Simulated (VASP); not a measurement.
The system is LiF.

```
Li F
1.0
     2.60684    0.00000    0.00000
     0.00000    2.60684    0.00000
     0.00000    0.00000    2.51626
Li F
1 1
Cartesian
  0.0000 0.0000 0.0000
  1.3034 1.3034 1.2581
```

This cell differs from its parent crystal: biaxial xy strain +3.6%.

Base run:

| Quantity | Value |
| --- | --- |
| Program | VASP 6.6.1 |
| Functional | r2SCAN |
| Potentials or basis | VASP PAW PBE potentials, release 64 (Li_sv, F) |
| Cutoff | 520 eV |
| k mesh | 10 × 10 × 10 |
| Occupations | gaussian, width 0.01 eV |
| Spin | no spin polarisation |

Its results: band gap on the k mesh 8.26 eV, indirect (least direct gap 8.83 eV).

**Question.** The run is repeated on the same cell with these changes: functional from r2SCAN to PBE; occupations from gaussian, width 0.01 eV to fermi-dirac, width 0.02 eV. What comes out?

**Answer.** Band gap on the k mesh 7.17 eV, indirect (least direct gap 7.74 eV).

A k mesh can miss the band edges.
